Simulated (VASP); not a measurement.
# TiNi (P4/mmm) in VASP: further runs

The runs below take TiNi through single point, with PBEsol.

All numbers are computed with VASP 6.6.1; they aren't measurements. Logs are shortened: lines on timing, memory, paths and dates and some standing lists are left out, and cuts for length are marked.

## (1) The cell of the first run

It takes space group P4/mmm (No. 123, tetragonal). Conventional cell: a = 2.960 Å, b = 2.960 Å, c = 3.015 Å, α = 90.00°, β = 90.00°, γ = 90.00°. Within 3.4 Å of Ti (site symmetry 4/mmm) lie 8 Ni at 2.58 Å and 6 Ti at 2.96 to 3.02 Å. Ni (site symmetry 4/mmm) has 8 Ti at 2.58 Å and 6 Ni at 2.96 to 3.02 Å within 3.4 Å.

## (2) Single point, PBEsol (uniaxial strain along c: +1.5 %)

Contents of INCAR:

```
PREC = Accurate
ENCUT = 520
EDIFF = 1E-6
ISMEAR = 0
SIGMA = 0.1
LREAL = False
LASPH = True
NELM = 100
ALGO = Fast
ISIF = 2
LWAVE = False
LCHARG = False
GGA = PS
NBANDS = 18
```

Contents of KPOINTS:

```
regular mesh
0
Gamma
  18 18 18
```

Contents of POSCAR:

```
TiNi
1.0
    2.9597302409      0.0000000000      0.0000000000
    0.0000000000      2.9597302409      0.0000000000
    0.0000000000      0.0000000000      3.0154340723
Ti Ni
1 1
Direct
    0.5000000000      0.5000000000      0.5000000000
    0.0000000000      0.0000000000      0.0000000000
```

Potentials or basis: VASP PAW PBE potentials, release 64 (Ti_sv, Ni).

Started as:

```
cat potpaw_PBE.64/Ti_sv/POTCAR potpaw_PBE.64/Ni/POTCAR > POTCAR
mpirun -np 1 vasp_std > vasp.out
```

OUTCAR:

```text
PREC = Accurate
   ENCUT = 520
   EDIFF = 1E-6
   ISMEAR = 0
   LREAL = False
   LASPH = True
   NELM = 100
   ISIF = 2
   GGA = PS

 ion  position               nearest neighbor table
   1  0.500  0.500  0.500-   2 2.58   2 2.58   2 2.58   2 2.58   2 2.58   2 2.58   2 2.58   2 2.58

   2  0.000  0.000  0.000-   1 2.58   1 2.58   1 2.58   1 2.58   1 2.58   1 2.58   1 2.58   1 2.58

  LATTYP: Found a simple tetragonal cell.
 ALAT       =     2.9597302409
 C/A-ratio  =     1.0188205772

  Lattice vectors:

 A1 = (   2.9597302409,   0.0000000000,   0.0000000000)
 A2 = (   0.0000000000,   2.9597302409,   0.0000000000)
 A3 = (   0.0000000000,   0.0000000000,   3.0154340723)

Analysis of symmetry for initial positions (statically):
=====================================================================
 Subroutine PRICEL returns:
 Original cell was already a primitive cell.

 Routine SETGRP: Setting up the symmetry group for a
 simple tetragonal supercell.

 Subroutine GETGRP returns: Found 16 space group operations
 (whereof 16 operations were pure point group operations)
 out of a pool of 16 trial point group operations.

The static configuration has the point symmetry D_4h.

Analysis of symmetry for dynamics (positions and initial velocities):
=====================================================================
 Subroutine PRICEL returns:
 Original cell was already a primitive cell.

 Routine SETGRP: Setting up the symmetry group for a
 simple tetragonal supercell.

 Subroutine GETGRP returns: Found 16 space group operations
 (whereof 16 operations were pure point group operations)
 out of a pool of 16 trial point group operations.

The dynamic configuration has the point symmetry D_4h.

 Subroutine INISYM returns: Found 16 space group operations
 (whereof 16 operations are pure point group operations),
 and found     1 'primitive' translations

----------------------------------------------------------------------------------------

                                     Primitive cell

  volume of cell :      26.4152

  direct lattice vectors                    reciprocal lattice vectors
     2.959730241  0.000000000  0.000000000     0.337868629  0.000000000  0.000000000
     0.000000000  2.959730241  0.000000000     0.000000000  0.337868629  0.000000000
     0.000000000  0.000000000  3.015434072     0.000000000  0.000000000  0.331627214

  length of vectors
     2.959730241  2.959730241  3.015434072     0.337868629  0.337868629  0.331627214

  position of ions in fractional coordinates (direct lattice)
     0.500000000  0.500000000  0.500000000
     0.000000000  0.000000000  0.000000000

  ion indices of the primitive-cell ions
   primitive index   ion index
                 1           1
                 2           2

----------------------------------------------------------------------------------------

 KPOINTS: regular mesh

Automatic generation of k-mesh.
 Grid dimensions read from file:
 generate k-points for:   18   18   18

 Generating k-lattice:

  Cartesian coordinates                     Fractional coordinates (reciprocal lattice)
     0.018770479  0.000000000  0.000000000     0.055555556  0.000000000  0.000000000
     0.000000000  0.018770479  0.000000000     0.000000000  0.055555556  0.000000000
     0.000000000  0.000000000  0.018423734     0.000000000  0.000000000  0.055555556

  Length of vectors
     0.018770479  0.018770479  0.018423734

  Shift w.r.t. Gamma in fractional coordinates (k-lattice)
     0.000000000  0.000000000  0.000000000

 Subroutine IBZKPT returns following result:
 ===========================================

 Found    550 irreducible k-points:

 Following reciprocal coordinates:
            Coordinates               Weight
  0.000000  0.000000  0.000000      1.000000
  0.055556  0.000000  0.000000      4.000000
  0.111111  0.000000  0.000000      4.000000
  0.166667  0.000000  0.000000      4.000000
  0.222222  0.000000  0.000000      4.000000
  0.277778  0.000000  0.000000      4.000000
[... 16 lines left out ...]
  0.277778  0.111111  0.000000      8.000000
  0.333333  0.111111  0.000000      8.000000
 [... further k-points ...]
   k-points           NKPTS =    550   k-points in BZ     NKDIM =    550   number of bands    NBANDS=     18
   number of dos      NEDOS =    301   number of ions     NIONS =      2
   total plane-waves  NPLWV =  13824
   dimension x,y,z NGX =    24 NGY =   24 NGZ =   24
   dimension x,y,z NGXF=    48 NGYF=   48 NGZF=   48
   ions per type =               1   1
   NGX,Y,Z   is equivalent  to a cutoff of  13.48, 13.48, 13.23 a.u.
   NGXF,Y,Z  is equivalent  to a cutoff of  26.96, 26.96, 26.46 a.u.
 SYSTEM =  unknown system
   PREC   = accura    normal or accurate (medium, high low for compatibility)
   ISTART =      0    job   : 0-new  1-cont  2-samecut
   ICHARG =      2    charge: 1-file 2-atom 10-const
   ISPIN  =      1    spin polarized calculation?
   LNONCOLLINEAR =      F non collinear calculations
   LSORBIT =      F    spin-orbit coupling
   LASPH  =      T    aspherical Exc in radial PAW
   ENCUT  =  520.0 eV  38.22 Ry    6.18 a.u.   5.50  5.50  5.61*2*pi/ulx,y,z
   NELM   =    100;   NELMIN=  2; NELMDL= -5     # of ELM steps
   EDIFF  = 0.1E-05   stopping-criterion for ELM
   LREAL  =      F    real-space projection
   EDIFFG = 0.1E-04   stopping-criterion for IOM
   NSW    =      0    number of steps for IOM
   IBRION =     -1    ionic relax: 0-MD 1-quasi-New 2-CG
   NFREE  =      0    steps in history (QN), initial steepest desc. (CG)
   ISIF   =      2    stress and relaxation
   ISYM   =      2    0-nonsym 1-usesym 2-fastsym
   POTIM  = 0.5000    time-step for ionic-motion
   TEBEG  =    0.0;   TEEND  =   0.0 temperature during run
   PSTRESS=    0.0 pullay stress
   NELECT =      22.0000    total number of electrons
   NUPDOWN=      -1.0000    fix difference up-down
   EMIN   =  10.00;   EMAX   =-10.00  energy-range for DOS
   EFERMI =   0.00;   METHOD = LEGACY
   ISMEAR =     0;   SIGMA  =   0.10  broadening in eV -4-tet -1-fermi 0-gaus
   EFERMI_NEDOS =   21; number of points for ismear=-14 and -15
   IALGO  =     68    algorithm
   IMIX   =      4    mixing-type and parameters
     AMIX     =   0.40;   BMIX     =  1.00
     AMIX_MAG =   1.60;   BMIX_MAG =  1.00
  volume/ion in A,a.u.               =      13.21        89.13
  Fermi-wavevector in a.u.,A,eV,Ry     =   1.540273  2.910694 32.279017  2.372441
  Thomas-Fermi vector in A             =   2.646383
   LORBIT       =      0    0 simple, 1 ext, 2 COOP (PROOUT), +10 PAW based schemes
   GGA     = PS    functional components
   LHFCALC =     F    Hartree Fock is set to
   AEXX    =    0.0000 exact exchange contribution
   IVDW    =     0    specifies the selected vdW correction
   LEPSILON=     F    determine dielectric tensor
   LRPA    =     F    only Hartree local field effects (RPA)
 non-spin polarized calculation
 RMM-DIIS sequential band-by-band and
 Gauss-broadening in eV      SIGMA  =   0.10
  energy-cutoff  :      520.00
  volume of cell :       26.42
 maximum number of plane-waves:       739
 NGX is ok and might be reduce to    24
   NGX = 11   NGY = 11   NGZ = 11

 number of electron      21.9999991 magnetization

 Free energy of the ion-electron system (eV)
  ---------------------------------------------------
  ext. energy  EPLUGINS =         0.00000000
  ---------------------------------------------------
  free energy    TOTEN  =       -15.20933633 eV

  energy without entropy =      -15.19568422  energy(sigma->0) =      -15.20251027

 E-fermi :   9.6013     XC(G=0): -12.7177

 val. band max:        9.6010481883   @ k =   0.3333   0.1111   0.1111
 cond. band min:       9.6051093330   @ k =   0.2778   0.2778   0.3889
 fundamental gap:      0.0040611446
 Fermi energy:         9.6013386722

 k-point     1 :       0.0000    0.0000    0.0000
  band No.  band energies     occupation
      1     -47.3222      2.00000
      2     -23.5326      2.00000
      3     -23.5024      2.00000
      4     -23.5024      2.00000
      5       1.7182      2.00000
      6       5.6242      2.00000
[... 10 lines left out ...]
     17      18.5466      0.00000
     18      18.5466      0.00000

 k-point     2 :       0.0556    0.0000    0.0000
  band No.  band energies     occupation
      1     -47.3211      2.00000
      2     -23.5318      2.00000
      3     -23.5126      2.00000
      4     -23.5017      2.00000
      5       1.7804      2.00000
      6       5.6503      2.00000
[... 10 lines left out ...]
     17      18.2266      0.00000
     18      18.6909      0.00000

 k-point     3 :       0.1111    0.0000    0.0000
  band No.  band energies     occupation
      1     -47.3180      2.00000
      2     -23.5417      2.00000
      3     -23.5295      2.00000
      4     -23.4994      2.00000
      5       1.9650      2.00000
      6       5.7267      2.00000
[... 10 lines left out ...]
     17      18.5113      0.00000
     18      19.0994      0.00000

 k-point     4 :       0.1667    0.0000    0.0000
  band No.  band energies     occupation
      1     -47.3133      2.00000
      2     -23.5860      2.00000
      3     -23.5261      2.00000
      4     -23.4960      2.00000
      5       2.2660      2.00000
      6       5.8479      2.00000
[... 10 lines left out ...]
     17      19.1540      0.00000
     18      19.7180      0.00000

 k-point     5 :       0.2222    0.0000    0.0000
  band No.  band energies     occupation
      1     -47.3074      2.00000
      2     -23.6401      2.00000
      3     -23.5218      2.00000
      4     -23.4918      2.00000
      5       2.6736      2.00000
      6       5.9936      2.00000
[... 10 lines left out ...]
     17      19.9486      0.00000
     18      20.4924      0.00000

 k-point     6 :       0.2778    0.0000    0.0000
  band No.  band energies     occupation
      1     -47.3012      2.00000
      2     -23.6972      2.00000
      3     -23.5173      2.00000
      4     -23.4873      2.00000
      5       3.1733      2.00000
      6       6.1122      2.00000
[... 10 lines left out ...]
     17      20.8517      0.00000
     18      21.3810      0.00000

 k-point     7 :       0.3333    0.0000    0.0000
  band No.  band energies     occupation
      1     -47.2954      2.00000
      2     -23.7505      2.00000
      3     -23.5130      2.00000
      4     -23.4831      2.00000
      5       3.7440      2.00000
      6       6.1782      2.00000
[... 10 lines left out ...]
     17      21.8346      0.00000
     18      22.3545      0.00000

 k-point     8 :       0.3889    0.0000    0.0000
  band No.  band energies     occupation
      1     -47.2906      2.00000
      2     -23.7936      2.00000
      3     -23.5095      2.00000
      4     -23.4797      2.00000
      5       4.3532      2.00000
      6       6.1465      2.00000
[... 10 lines left out ...]
     17      22.8816      0.00000
     18      23.4181      0.00000
[... 229 lines left out ...]
     17      23.1175      0.00000
     18      24.8543      0.00000

 k-point    20 :       0.1111    0.1111    0.0000
  band No.  band energies     occupation
      1     -47.3139      2.00000
      2     -23.5411      2.00000
      3     -23.5355      2.00000
      4     -23.5264      2.00000
      5       2.2052      2.00000
      6       5.8153      2.00000
[... 10 lines left out ...]
     17      18.1884      0.00000
     18      19.0150      0.00000

 k-point    21 :       0.1667    0.1111    0.0000
  band No.  band energies     occupation
      1     -47.3092      2.00000
      2     -23.5826      2.00000
      3     -23.5342      2.00000
      4     -23.5229      2.00000
      5       2.4977      2.00000
      6       5.9179      2.00000
[... 10 lines left out ...]
     17      18.5513      0.00000
     18      19.5875      0.00000

 k-point    22 :       0.2222    0.1111    0.0000
  band No.  band energies     occupation
      1     -47.3034      2.00000
      2     -23.6360      2.00000
      3     -23.5296      2.00000
      4     -23.5185      2.00000
      5       2.8925      2.00000
      6       6.0434      2.00000
[... 10 lines left out ...]
     17      19.1883      0.00000
     18      20.3129      0.00000

 k-point    23 :       0.2778    0.1111    0.0000
  band No.  band energies     occupation
      1     -47.2973      2.00000
      2     -23.6925      2.00000
      3     -23.5247      2.00000
      4     -23.5139      2.00000
      5       3.3738      2.00000
      6       6.1627      2.00000
[... 10 lines left out ...]
     17      19.9032      0.00000
     18      21.1537      0.00000

 k-point    24 :       0.3333    0.1111    0.0000
  band No.  band energies     occupation
      1     -47.2915      2.00000
      2     -23.7453      2.00000
      3     -23.5200      2.00000
      4     -23.5095      2.00000
      5       3.9191      2.00000
      6       6.2287      2.00000
[... 10 lines left out ...]
     17      20.6431      0.00000
     18      22.0792      0.00000

 [... further k-points ...]

------------------------ aborting loop because EDIFF is reached ----------------------------------------

  FORCE on cell =-STRESS in cart. coord.  units (eV):
  Direction    XX          YY          ZZ          XY          YZ          ZX
  --------------------------------------------------------------------------------------
  -------------------------------------------------------------------------------------
  Total       -0.2315341     -0.2315341     -0.2897535      0.0000000      0.0000000      0.0000000
  in kB      -14.0433712    -14.0433712    -17.5745893      0.0000000      0.0000000      0.0000000
  external PRESSURE =     -15.2204439 kB  Pullay stress =       0.0000000 kB

 VOLUME and BASIS-vectors are now :
 -----------------------------------------------------------------------------
  energy-cutoff  :      520.00
  volume of cell :       26.42
      direct lattice vectors                 reciprocal lattice vectors
     2.959730241  0.000000000  0.000000000     0.337868629  0.000000000  0.000000000
     0.000000000  2.959730241  0.000000000     0.000000000  0.337868629  0.000000000
     0.000000000  0.000000000  3.015434072     0.000000000  0.000000000  0.331627214

 POSITION                                       TOTAL-FORCE (eV/Angst)
 -----------------------------------------------------------------------------------
      1.47987      1.47987      1.50772         0.000000      0.000000      0.000000
      0.00000      0.00000      0.00000         0.000000      0.000000      0.000000
 -----------------------------------------------------------------------------------
    total drift:                                0.000000      0.000000     -0.000000

  FREE ENERGIE OF THE ION-ELECTRON SYSTEM (eV)
  ---------------------------------------------------
  free  energy   TOTEN  =       -15.2093363319 eV

  energy  without entropy=      -15.1956842169  energy(sigma->0) =      -15.20251027
```

It took 2.3 min on 1 thread of Intel Xeon 6975P-C (Granite Rapids), shared host; peak memory 0.37 GiB.

Results:

| Item | Value |
| --- | --- |
| Free energy | -15.2093 eV |
| Pressure | -1.5 GPa |
| Band gap on the k mesh | zero (bands 11 and 12 overlap by 1.85 eV) |

Stress tensor (GPa, compression positive):
```
-1.40  0.00  0.00
 0.00 -1.40  0.00
 0.00  0.00 -1.76
```

Caveat: the cell differs from its parent crystal (uniaxial strain along c: +1.5 %); the PAW data sets were made with another functional, which shifts forces and pressure a little. Spin polarisation is off, so any magnetic state and its effect on volume and gap are missing.

(Continued in part 2 of 2.)
